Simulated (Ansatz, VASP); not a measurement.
## Ag in VASP and in Ansatz

```xyz
1
Lattice="-1.5729 1.5729 1.7384 1.5729 -1.5729 1.7384 1.5729 1.5729 -1.7384" Properties=species:S:1:pos:R:3 pbc="T T T"
Ag    0.0000    0.0000    0.0000
```

Change from the starting cell: strain -0.050 along x and y, +0.050 along z, atoms carried along.

Alike in both runs: task single point; functional r2SCAN; k mesh 20 × 20 × 20; occupations gaussian, width 0.15 eV; no spin polarisation.

|  | VASP | Ansatz |
| --- | --- | --- |
| version | VASP 6.6.1 | Ansatz 0.2.0 |
| potentials or method | VASP PAW PBE potentials, release 64 (Ag), cutoff 520 eV | scalar-relativistic, plane waves, PAW |
| valence electrons in the cell | 11 | 19 |

VASP gave:

```
gap on the k mesh at the Fermi level (eV)                     : none
pressure (GPa)                                                : 1.4
traceless stress, the component that is largest in VASP (GPa) : 1.14
```

**Question.** Which values does Ansatz return?

**Answer.** gap on the k mesh at the Fermi level (eV): none; pressure (GPa): 1.2; traceless stress, the component that is largest in VASP (GPa): 1.13.

VASP's potentials were made for PBE, not for r2SCAN. A gap of «none» marks a metal or a gap that the smearing closes. The functional is the same, so the differences come from potentials, cutoffs and numerics. VASP's potentials hold 11 valence electrons a cell and Ansatz's 19, so a difference there can come from the potentials and not from the codes.
